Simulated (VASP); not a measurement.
# Ir in VASP: notebook

Ir is run at these levels: optB86b-vdW, PBE+D3(BJ); tasks: single point, relaxation of cell and atoms.

Everything below comes from runs of VASP 6.6.1. Logs are shortened: lines on timing, memory, paths and dates and some standing lists are left out, and cuts for length are marked.

## (1) The cell of the first run

Symmetry: I4/mmm, No. 139, tetragonal system. Conventional cell: a = 2.709 Å, b = 2.709 Å, c = 3.870 Å, α = 90.00°, β = 90.00°, γ = 90.00°. Within 3.6 Å of Ir (site symmetry 4/mmm) lie 12 Ir at 2.71 to 2.72 Å.

## (2) Single point, optB86b-vdW (cell strained by +1.0% along z)

INCAR reads:

```
GGA      = MK             # functional
LUSE_VDW = T            
AGGAC    = 0.0          
PARAM1   = 0.1234       
PARAM2   = 1.0          
ISMEAR   = 2              # smearing method
SIGMA    = 0.1            # smearing width, eV
LWAVE    = F              # write WAVECAR
LCHARG   = F              # write CHGCAR
ISIF     = 2              # what is computed and relaxed
PREC     = Accurate       # precision mode
LASPH    = T              # aspherical terms in the spheres
LREAL    = F              # projectors in reciprocal space
ALGO     = Normal         # electronic algorithm
EDIFF    = 1E-6           # SCF threshold, eV
NELM     = 120            # most SCF steps
GGA_COMPAT= F            
ENCUT    = 270            # plane-wave cutoff, eV
NBANDS   = 14             # bands
ADDGRID  = F
```

KPOINTS reads:

```
Automatic mesh
0
Gamma
  16 16 16
  0 0 0
```

POSCAR reads:

```
Ir
1.0
    0.0000000000      1.9156000000      1.9347560000
    1.9156000000      0.0000000000      1.9347560000
    1.9156000000      1.9156000000      0.0000000000
Ir
1
Direct
    0.0000000000      0.0000000000      0.0000000000
```

Potentials or basis: VASP PAW PBE potentials, release 64 (Ir).

Run with:

```
cat potpaw_PBE.64/Ir/POTCAR > POTCAR
mpirun -np 1 vasp_std > vasp.out
```

OUTCAR:

```text
GGA = MK
   ISMEAR = 2
   ISIF = 2
   PREC = Accurate
   LASPH = T
   LREAL = F
   EDIFF = 1E-6
   NELM = 120
   ENCUT = 270

 Found    349 irreducible k-points:

 Following reciprocal coordinates:
            Coordinates               Weight
  0.000000  0.000000  0.000000      1.000000
  0.062500 -0.000000  0.000000      8.000000
  0.125000 -0.000000  0.000000      8.000000
  0.187500  0.000000  0.000000      8.000000
  0.250000 -0.000000  0.000000      8.000000
  0.312500 -0.000000  0.000000      8.000000
   k-points           NKPTS =    349   k-points in BZ     NKDIM =    349   number of bands    NBANDS=     14
   number of dos      NEDOS =    301   number of ions     NIONS =      1
   total plane-waves  NPLWV =   4096
   dimension x,y,z NGX =    16 NGY =   16 NGZ =   16
   dimension x,y,z NGXF=    32 NGYF=   32 NGZF=   32
   ions per type =               1
   NGX,Y,Z   is equivalent  to a cutoff of   9.77,  9.77,  9.82 a.u.
   NGXF,Y,Z  is equivalent  to a cutoff of  19.54, 19.54, 19.64 a.u.
 SYSTEM =  unknown system
   PREC   = accura    normal or accurate (medium, high low for compatibility)
   ISTART =      0    job   : 0-new  1-cont  2-samecut
   ICHARG =      2    charge: 1-file 2-atom 10-const
   ISPIN  =      1    spin polarized calculation?
   LNONCOLLINEAR =      F non collinear calculations
   LSORBIT =      F    spin-orbit coupling
   LASPH  =      T    aspherical Exc in radial PAW
   ENCUT  =  270.0 eV  19.84 Ry    4.45 a.u.   3.65  3.65  3.63*2*pi/ulx,y,z
   NELM   =    120;   NELMIN=  2; NELMDL= -5     # of ELM steps
   EDIFF  = 0.1E-05   stopping-criterion for ELM
   LREAL  =      F    real-space projection
   EDIFFG = 0.1E-04   stopping-criterion for IOM
   NSW    =      0    number of steps for IOM
   IBRION =     -1    ionic relax: 0-MD 1-quasi-New 2-CG
   NFREE  =      0    steps in history (QN), initial steepest desc. (CG)
   ISIF   =      2    stress and relaxation
   ISYM   =      2    0-nonsym 1-usesym 2-fastsym
   POTIM  = 0.5000    time-step for ionic-motion
   TEBEG  =    0.0;   TEEND  =   0.0 temperature during run

   SCALEE = 1.0000    scale energy and forces
   PSTRESS=    0.0 pullay stress
   NELECT =       9.0000    total number of electrons
   NUPDOWN=      -1.0000    fix difference up-down
   EMIN   =  10.00;   EMAX   =-10.00  energy-range for DOS
   EFERMI =   0.00;   METHOD = LEGACY
   ISMEAR =     2;   SIGMA  =   0.10  broadening in eV -4-tet -1-fermi 0-gaus
   EFERMI_NEDOS =   21; number of points for ismear=-14 and -15
   IALGO  =     38    algorithm
   IMIX   =      4    mixing-type and parameters
     AMIX     =   0.40;   BMIX     =  1.00
     AMIX_MAG =   1.60;   BMIX_MAG =  1.00
  volume/ion in A,a.u.               =      14.20        95.82
  Fermi-wavevector in a.u.,A,eV,Ry     =   1.406265  2.657455 26.906612  1.977580
  Thomas-Fermi vector in A             =   2.528642
   LORBIT       =      0    0 simple, 1 ext, 2 COOP (PROOUT), +10 PAW based schemes
   GGA     = MK    functional components
   LHFCALC =     F    Hartree Fock is set to
   AEXX    =    0.0000 exact exchange contribution
   IVDW_NL    =     1    kernel type
   BPARAM     = 6.3000
   IVDW    =     0    specifies the selected vdW correction
   LEPSILON=     F    determine dielectric tensor
   LRPA    =     F    only Hartree local field effects (RPA)

   CSHIFT  =0.1000    complex shift for real part using Kramers Kronig

   OMEGAMAX=  -1.0    maximum frequency
 non-spin polarized calculation
 Methfessel and Paxton  Order N= 2 SIGMA  =   0.10
  energy-cutoff  :      270.00
  volume of cell :       14.20
 maximum number of plane-waves:       153
   NGX =  7   NGY =  7   NGZ =  7

 number of electron       9.0000003 magnetization

 Free energy of the ion-electron system (eV)
  ---------------------------------------------------
  ext. energy  EPLUGINS =         0.00000000
  ---------------------------------------------------
  free energy    TOTEN  =        -6.59518329 eV

  energy without entropy =       -6.59490446  energy(sigma->0) =       -6.59511358

 E-fermi :  10.2524     XC(G=0): -13.9668

 val. band max:       10.2435967773   @ k =   0.5000   0.3750   0.0000
 cond. band min:      10.2563606783   @ k =  -0.3750   0.1875   0.0000
 fundamental gap:      0.0127639010
 Fermi energy:        10.2524377146

 k-point     1 :       0.0000    0.0000    0.0000
  band No.  band energies     occupation
      1      -0.8066      2.00000
      2       6.3130      2.00000
      3       6.4426      2.00000
      4       6.4426      2.00000
      5       8.9859      2.00000
      6       9.1585      2.00000
      7      24.7249      0.00000
      8      30.0089      0.00000
      9      30.3180      0.00000
     10      30.3180      0.00000
     11      35.1778      0.00000
     12      42.4432      0.00000
     13      42.4931      0.00000
     14      42.4931      0.00000

 k-point     2 :       0.0625   -0.0000    0.0000
  band No.  band energies     occupation
      1      -0.6334      2.00000
      2       6.2853      2.00000
      3       6.4539      2.00000
      4       6.5177      2.00000
      5       8.9405      2.00000
      6       9.1073      2.00000
      7      25.0225      0.00000
      8      29.3050      0.00000
      9      30.4046      0.00000
     10      30.6026      0.00000
     11      36.2124      0.00000
     12      41.6662      0.00000
     13      42.2236      0.00000
     14      42.2471      0.00000

 k-point     3 :       0.1250   -0.0000    0.0000
  band No.  band energies     occupation
      1      -0.1367      2.00000
      2       6.0808      2.00000
      3       6.6207      2.00000
      4       6.7070      2.00000
      5       8.8583      2.00000
      6       9.0037      2.00000
      7      25.8156      0.00000
      8      27.6435      0.00000
      9      31.2077      0.00000
     10      31.4230      0.00000
     11      37.3559      0.00000
     12      40.3359      0.00000
     13      40.9004      0.00000
     14      40.9281      0.00000

 k-point     4 :       0.1875    0.0000    0.0000
  band No.  band energies     occupation
      1       0.6016      2.00000
      2       5.8719      2.00000
      3       6.7845      2.00000
      4       6.8892      2.00000
      5       8.8977      2.00000
      6       9.0016      2.00000
      7      25.8259      0.00000
      8      26.8421      0.00000
      9      32.4556      0.00000
     10      32.6749      0.00000
     11      35.6461      0.00000
     12      38.6386      0.00000
     13      38.6825      0.00000
     14      42.4082      0.00000

 k-point     5 :       0.2500   -0.0000    0.0000
  band No.  band energies     occupation
      1       1.3969      2.00000
      2       5.9055      2.00000
      3       6.7772      2.00000
      4       6.9035      2.00000
      5       9.2310      2.00000
      6       9.2812      2.00000
      7      24.0922      0.00000
      8      27.1147      0.00000
      9      33.8593      0.00000
     10      34.0453      0.00000
     11      34.5292      0.00000
     12      36.3653      0.00000
     13      36.4954      0.00000
     14      42.8439      0.00000

 k-point     6 :       0.3125   -0.0000    0.0000
  band No.  band energies     occupation
      1       1.9653      2.00000
      2       6.4729      2.00000
      3       6.6169      2.00000
      4       6.7526      2.00000
      5       9.8228      2.00000
      6       9.8261      2.00000
      7      22.2079      0.00000
      8      26.2416      0.00000
      9      33.3774      0.00000
     10      33.4697      0.00000
     11      35.4321      0.00000
     12      36.3402      0.00000
     13      36.6098      0.00000
     14      42.8309      0.00000

 [... further k-points ...]

------------------------ aborting loop because EDIFF is reached ----------------------------------------

  FORCE on cell =-STRESS in cart. coord.  units (eV):
  Direction    XX          YY          ZZ          XY          YZ          ZX
  --------------------------------------------------------------------------------------
  -------------------------------------------------------------------------------------
  Total        0.5142181      0.5142181      0.1867054      0.0000000      0.0000000     -0.0000000
  in kB       58.0219231     58.0219231     21.0669479      0.0000000      0.0000000     -0.0000000
  external PRESSURE =      45.7035981 kB  Pullay stress =       0.0000000 kB

 VOLUME and BASIS-vectors are now :
 -----------------------------------------------------------------------------
  energy-cutoff  :      270.00
  volume of cell :       14.20
      direct lattice vectors                 reciprocal lattice vectors
     0.000000000  1.915600000  1.934756000    -0.261014826  0.261014826  0.258430520
     1.915600000  0.000000000  1.934756000     0.261014826 -0.261014826  0.258430520
     1.915600000  1.915600000  0.000000000     0.261014826  0.261014826 -0.258430520

 POSITION                                       TOTAL-FORCE (eV/Angst)
 -----------------------------------------------------------------------------------
      0.00000      0.00000      0.00000         0.000000     -0.000000      0.000000
 -----------------------------------------------------------------------------------
    total drift:                                0.000000      0.000000     -0.000000

  FREE ENERGIE OF THE ION-ELECTRON SYSTEM (eV)
  ---------------------------------------------------
  free  energy   TOTEN  =        -6.5951832857 eV

  energy  without entropy=       -6.5949044634  energy(sigma->0) =       -6.59511358

Total vdW correction in eV:      1.0684994
```

Run time: 17 s. Hardware: 1 thread of Intel Xeon 6975P-C (Granite Rapids), shared host; peak memory 0.21 GiB.

What came out:

```yaml
Free_energy: -6.5952 eV
Pressure: 4.6 GPa
Band_gap_on_the_k_mesh: zero (an odd number of electrons rules out a gap without spin polarisation)
```

Caveat: the cell differs from its parent crystal (cell strained by +1.0% along z); the cell stands under pressure; the PAW data sets were made with another functional, which shifts forces and pressure a little; spin-orbit coupling is left out, which moves the levels of the heavy elements.

## (3) Single point, optB86b-vdW (cell strained by +1.0% along z)

Edit INCAR of step 2 so:

```diff
@@ -6,3 +6,3 @@
 ISMEAR   = 2              # smearing method
-SIGMA    = 0.1            # smearing width, eV
+SIGMA    = 0.05           # smearing width, eV
 LWAVE    = F              # write WAVECAR
@@ -17,4 +17,4 @@
 GGA_COMPAT= F            
-ENCUT    = 270            # plane-wave cutoff, eV
-NBANDS   = 14             # bands
+ENCUT    = 600            # plane-wave cutoff, eV
+NBANDS   = 23             # bands
 ADDGRID  = F
```

KPOINTS reads:

```
Automatic mesh
0
Gamma
  27 27 27
  0 0 0
```

POSCAR is that of step 2.

Potentials or basis: VASP PAW PBE potentials, release 64 (Ir).

Run with:

```
cat potpaw_PBE.64/Ir/POTCAR > POTCAR
mpirun -np 1 vasp_std > vasp.out
```

Wall time 2.7 min (1 thread of Intel Xeon 6975P-C (Granite Rapids), shared host); peak memory 0.65 GiB.

Results (log left out):

| Item | Value |
| --- | --- |
| Free energy | -6.5964 eV |
| Pressure | 5.0 GPa |

Stress tensor (GPa, compression positive):
```
6.18 0.00 0.00
0.00 6.18 0.00
0.00 0.00 2.58
```

Levels at points of the mesh, in eV from the Fermi level:
```tsv
k point	band 1	band 2	band 3	band 4	band 5	band 6	band 7	band 8	band 9	band 10
(0.00, 0.00, 0.00)	-11.05	-3.94	-3.81	-3.81	-1.27	-1.10	14.48	19.76	20.07	20.07
```

Caveat: the cell differs from its parent crystal (cell strained by +1.0% along z); the cell stands under pressure; the PAW data sets were made with another functional, which shifts forces and pressure a little; spin-orbit coupling is left out, which moves the levels of the heavy elements.

## (4) Relaxation of cell and atoms, PBE+D3(BJ) (13.36 Å³/atom)

This run uses another cell than the first one, of 13.36 Å³/atom.

POSCAR reads:

```
Ir
1.0
    0.0000000000      1.8831259299      1.8831259299
    1.8831259299      0.0000000000      1.8831259299
    1.8831259299      1.8831259299      0.0000000000
Ir
1
Direct
    0.0000000000      0.0000000000      0.0000000000
```

INCAR.step1 reads:

```
SYSTEM = Ir
GGA = PE
IVDW = 12
ISMEAR = -1
SIGMA = 0.03
LWAVE = .FALSE.
LCHARG = .FALSE.
NSW = 80
PREC = Accurate
LASPH = .TRUE.
LREAL = .FALSE.
ALGO = Normal
EDIFF = 1E-6
NELM = 120
GGA_COMPAT = .FALSE.
IBRION = 2
ISIF = 3
EDIFFG = -0.005
NELMIN = 4
ENCUT = 320
POTIM = 0.5
```

INCAR.step3 reads:

```
SYSTEM = Ir
GGA = PE
IVDW = 12
ISMEAR = -1
SIGMA = 0.03
LWAVE = .FALSE.
LCHARG = .FALSE.
PREC = Accurate
LASPH = .TRUE.
LREAL = .FALSE.
ALGO = Normal
EDIFF = 1E-6
NELM = 120
GGA_COMPAT = .FALSE.
ISIF = 2
ENCUT = 320
```

KPOINTS reads:

```
Automatic mesh
0
Gamma
  14 14 14
  0 0 0
```

Run with:

```
cat potpaw_PBE.64/Ir/POTCAR > POTCAR
cp INCAR.step1 INCAR
cp POSCAR.step1 POSCAR
mpirun -np 1 vasp_std > vasp.out
cp CONTCAR POSCAR
mpirun -np 1 vasp_std > vasp.out
cp CONTCAR POSCAR
cp INCAR.step3 INCAR
mpirun -np 1 vasp_std > vasp.out
```

Wall time 39 s (1 thread of Intel Xeon Platinum 8259CL at 2.50GHz (Skylake/Cascade Lake), shared host); peak memory 0.13 GiB.

It converged, with:

| Property | Result |
| --- | --- |
| Free energy | -9.5645 eV |
| Relaxed volume | 14.16 Å³/atom |
| Relaxed cell | a = 2.716 Å, b = 2.716 Å, c = 2.716 Å, α = 60.00°, β = 60.00°, γ = 60.00° |
| Space group after relaxing (to 0.1 Å) | Fm-3m (No. 225) |
| Energy gained by relaxing | 65.2 meV/atom |
| Ionic steps | 21 |
| Pressure after relaxing | 0.0 GPa |
| Band gap on the k mesh | zero (an odd number of electrons rules out a gap without spin polarisation) |
| Dispersion energy per atom | -0.734 eV |

The path:
```csv
step,energy change (eV),largest force (eV/Å),pressure (GPa),volume (Å³)
1,0.0000,0.0000,25.90,13.36
2,0.6802,0.0000,-48.02,17.98
3,-0.0603,0.0000,-2.54,14.26
4,-0.0611,0.0000,-0.30,14.17
5,-0.0611,0.0000,0.14,14.15
6,-0.0611,0.0000,0.15,14.15
7,-0.0611,0.0000,0.14,14.15
8,-0.0611,0.0000,0.14,14.15
9,-0.0611,0.0000,0.14,14.15
10,-0.0611,0.0000,0.14,14.15
11,-0.0611,0.0000,0.14,14.15
12,-0.0611,0.0000,0.14,14.15
13,-0.0611,0.0000,0.14,14.15
14,-0.0611,0.0000,0.14,14.15
15,-0.0611,0.0000,0.13,14.16
16,-0.0611,0.0000,0.12,14.16
17,-0.0611,0.0000,0.09,14.16
18,-0.0611,0.0000,0.04,14.16
19,-0.0652,0.0000,0.18,14.16
20,-0.0652,0.0000,-0.67,14.19
21,-0.0652,0.0000,0.01,14.16
```

Final structure:
```
Ir
1.0
     0.00000    1.92040    1.92040
     1.92040    0.00000    1.92040
     1.92040    1.92040    0.00000
Ir
1
Cartesian
  0.0000 0.0000 0.0000
```

Levels at points of the mesh, in eV from the Fermi level:
```tsv
k point	band 1	band 2	band 3	band 4	band 5	band 6	band 7	band 8
(0.00, 0.00, 0.00)	-11.00	-3.77	-3.77	-3.77	-1.09	-1.09	14.44	20.02
(0.50, 0.00, 0.00)	-7.98	-3.87	-3.87	-0.65	1.00	1.00	7.36	13.98
(0.50, 0.50, 0.00)	-7.79	-7.22	0.97	1.58	1.58	1.81	10.60	11.81
```

Caveat: spin-orbit coupling is left out, which moves the levels of the heavy elements.

## (5) The runs side by side

```tsv
task	level	cell	k mesh	cutoff (eV)	smearing	tolerance level	purpose	passes	gap on the mesh (eV)	pressure (GPa)
single point	optB86b-vdW	a = 2.723, b = 2.723, c = 2.709 Å, angles 60.2, 60.2, 59.7°, 1 atom	16 × 16 × 16	270	methfessel-paxton of order 2 0.1 eV	screening	stress	-	none	4.6
single point	optB86b-vdW	a = 2.723, b = 2.723, c = 2.709 Å, angles 60.2, 60.2, 59.7°, 1 atom	27 × 27 × 27	600	methfessel-paxton of order 2 0.05 eV	screening	stress	-	none	5.0
relaxation of cell and atoms	PBE+D3(BJ)	relaxed from a = 2.663 Å, angles 60.0°, 1 atom	14 × 14 × 14	320	fermi-dirac 0.03 eV	standard	cell	2	none	0.0
```

Alike in all rows: potentials or basis VASP PAW PBE potentials, release 64 (Ir); no spin polarisation.

Caveats: spin-orbit coupling is left out, which moves the levels of the heavy elements; the cell stands under pressure (at least some runs); the PAW data sets were made with another functional, which shifts forces and pressure a little (at least some runs).

Absolute energies hang on the potentials; compare differences alone.
